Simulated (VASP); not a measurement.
**Si: relaxation of cell and atoms with PBEsol**

Si:

```
CELL_PARAMETERS angstrom
2.71681 2.71681 0.00000
-2.71681 2.71681 0.00000
0.00000 2.71681 2.71681
ATOMIC_POSITIONS crystal
Si 0.25000 0.75000 0.50000
Si 0.00000 0.00000 0.00000
```

| Quantity | Value |
| --- | --- |
| Program | VASP 6.6.1 |
| Task | relaxation of cell and atoms |
| Functional | PBEsol |
| Potentials or basis | VASP PAW PBE potentials, release 64 (Si) |
| Cutoff | 600 eV |
| k mesh | 8 × 8 × 8 |
| Occupations | gaussian, width 0.01 eV |
| Spin | no spin polarisation |
| Target pressure | 15 GPa |
| Dipole correction | no |
| Further INCAR settings | ALGO = Normal; EDIFF = 1e-07; IBRION = 2; EDIFFG = -0.002; NSW = 100; ISIF = 3 |

```yaml
Relaxed_volume: 17.74 Å³/atom
Relaxed_cell: a = 3.689 Å, b = 3.689 Å, c = 3.689 Å, α = 60.00°, β = 60.00°, γ = 90.00°
Space_group_after_relaxing_to_0.1_Å: Fd-3m (No. 227)
Energy_change_on_relaxing_the_run_minimises_the_enthalpy: +98.3 meV/atom
Ionic_steps: 7
Pressure_after_relaxing: 15.0 GPa
Band_gap_on_the_k_mesh: 0.29 eV (least direct gap 2.55 eV)
```

The path:
```
step  energy change (eV)  largest force (eV/Å)  pressure (GPa)  volume (Å³)
   1              0.0000                0.0000            0.12        40.11
   2              1.1571                0.0000           47.25        30.24
   3              0.1804                0.0000           14.26        35.67
   4              0.1941                0.0000           14.90        35.52
   5              0.2024                0.0000           15.28        35.43
   6              0.1894                0.0000           14.68        35.57
   7              0.1965                0.0000           15.01        35.49
```

Final structure:
```
Si
1.0
     2.60829    2.60829    0.00000
    -2.60829    2.60829    0.00000
     0.00000    2.60829    2.60829
Si
2
Direct
  0.25000 0.75000 0.50000
  0.00000 0.00000 0.00000
```

Levels at points of the mesh, in eV from the valence-band top:
```tsv
k point	band 2	band 3	band 4	band 5	band 6	band 7
(0.00, 0.00, 0.00)	0.00	0.00	0.00	2.55	2.55	2.55
(0.50, 0.00, 0.00)	-7.64	-1.31	-1.31	1.89	3.19	3.19
(0.50, 0.50, 0.00)	-8.25	-3.21	-3.21	0.32	0.32	11.13
```

It took 67 s on 1 thread of Intel Xeon 8259CL (shared host), peak memory 0.17 GiB.

Caveat: the cell is relaxed towards a set pressure, so the run minimises the enthalpy, not the energy; the PAW data sets were made with another functional, which shifts forces and pressure a little. A k mesh can miss the band edges.
